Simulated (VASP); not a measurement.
The system is Pt.

```xyz
1
Lattice="-1.3932 1.3932 2.1195 1.3932 -1.3932 2.1195 1.3932 1.3932 -2.1195" Properties=species:S:1:pos:R:3 pbc="T T T"
Pt    0.0000    0.0000    0.0000
```

| Property | Result |
| --- | --- |
| Program | VASP 6.6.1 |
| Task | relaxation of cell and atoms |
| Functional | PBE |
| Potentials or basis | VASP PAW PBE potentials, release 64 (Pt) |
| Cutoff | 600 eV |
| k mesh | 8 × 8 × 8 |
| Occupations | gaussian, width 0.1 eV |
| Spin | no spin polarisation |

At the start: pressure -10.8 GPa; volume 16.45 Å³/atom.

Problem. Where does the relaxation end?

Solution. Over 9 steps the energy falls by 56.6 meV/atom and the volume is 15.58 Å³/atom (-5.3 %); space group I4/mmm (No. 139, to 0.1 Å) before, Fm-3m (No. 225, to 0.1 Å).

The path:
```tsv
step	energy change (eV)	largest force (eV/Å)	pressure (GPa)	volume (Å³)
1	0.0000	0.0000	-10.77	16.45
2	0.1178	0.0000	37.81	13.95
3	-0.0402	0.0000	1.14	15.54
4	-0.0402	0.0000	1.65	15.51
5	-0.0556	0.0000	1.05	15.52
6	-0.0564	0.0000	1.05	15.51
7	-0.0564	0.0000	1.05	15.51
8	-0.0554	0.0000	-2.32	15.73
9	-0.0566	0.0000	0.00	15.58
```

Final structure:
```
Pt
1.0
    -1.40149    1.40149    1.98250
     1.40149   -1.40149    1.98250
     1.40149    1.40149   -1.98250
Pt
1
Direct
  0.00000 0.00000 0.00000
```
